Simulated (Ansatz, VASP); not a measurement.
TiAl3 in VASP and in Ansatz

```xyz
4
Lattice="4.0333 0.0000 0.0000 0.0000 4.0333 0.0000 0.0000 0.0000 4.0333" Properties=species:S:1:pos:R:3 pbc="T T T"
Ti    0.0000    0.0000    0.0000
Al    0.0000    2.0166    2.0166
Al    2.0166    0.0000    2.0166
Al    2.0166    2.0166    0.0000
```

Alike in both runs: task single point; functional r2SCAN; k mesh 7 × 7 × 7; occupations fermi-dirac, width 0.05 eV; no spin polarisation.

|  | VASP | Ansatz |
| --- | --- | --- |
| version | VASP 6.6.1 | Ansatz 0.2.0 |
| potentials or method | VASP PAW PBE potentials, release 64 (Ti_sv, Al) | Ansatz PAW |
| plane-wave cutoff (eV) | 520 | 500 |
| valence electrons in the cell | 21 | 21 |

VASP gave:

* gap on the k mesh at the Fermi level (eV): none
* pressure (GPa): -6.1

**Question.** Estimate Ansatz's values.

**Answer.** gap on the k mesh at the Fermi level (eV): none; pressure (GPa): -6.0.

VASP's potentials were made for PBE, not for r2SCAN. A gap of «none» marks a metal or a gap that the smearing closes.
